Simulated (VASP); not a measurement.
Write the native input for VASP 6.6.1 that does the following.

| Property | Result |
| --- | --- |
| Task | single point |
| Functional | PBE |
| Potentials or basis | VASP PAW PBE potentials, release 64 (Pd) |
| Cutoff | 520 eV |
| k mesh | 11 × 11 × 6 |
| Occupations | fermi-dirac, width 0.05 eV |
| Spin | no spin polarisation |
| Dipole correction | no |
| Further INCAR settings | ALGO = Normal; EDIFF = 1e-07; NBANDS = 17 |

The structure of Pd lies in POSCAR:

```
Pd
1.0
    2.8382605740      0.0000000000      0.0000000000
   -1.4191302870      2.4580057597      0.0000000000
    0.0000000000      0.0000000000      4.7196786564
Pd
2
Direct
    0.3333333333      0.6666666667      0.2500000000
    0.6666666667      0.3333333333      0.7500000000
```

One way to write it, as run:

INCAR

```
PREC     = Accurate       # precision mode
ENCUT    = 520            # plane-wave cutoff, eV
EDIFF    = 1E-7           # SCF threshold, eV
ISMEAR   = -1             # smearing method
SIGMA    = 0.05           # smearing width, eV
LREAL    = False          # projectors in reciprocal space
LASPH    = True           # aspherical terms in the spheres
NELM     = 60             # most SCF steps
ALGO     = Normal         # electronic algorithm
ISIF     = 2              # what is computed and relaxed
LWAVE    = False          # write WAVECAR
LCHARG   = False          # write CHGCAR
GGA      = PE             # functional
NBANDS   = 17             # bands
```

KPOINTS

```
Automatic mesh
0
Gamma
  11 11 6
```

Potentials or basis: VASP PAW PBE potentials, release 64 (Pd).

Command:

```console
$ cat potpaw_PBE.64/Pd/POTCAR > POTCAR
$ mpirun -np 1 vasp_std > vasp.out
```

Results of the run:

```json
{"Pressure": "-9.3 GPa", "Band gap on the k mesh": "zero (band 10 reaches 8.16 eV, above the bottom of band 11 at 7.45 eV)"}
```

Run time: 28 s on 1 thread of Intel(R) Xeon(R) Platinum 8259CL CPU @ 2.50GHz (Skylake/Cascade Lake), on a shared host, peak memory 0.17 GiB.
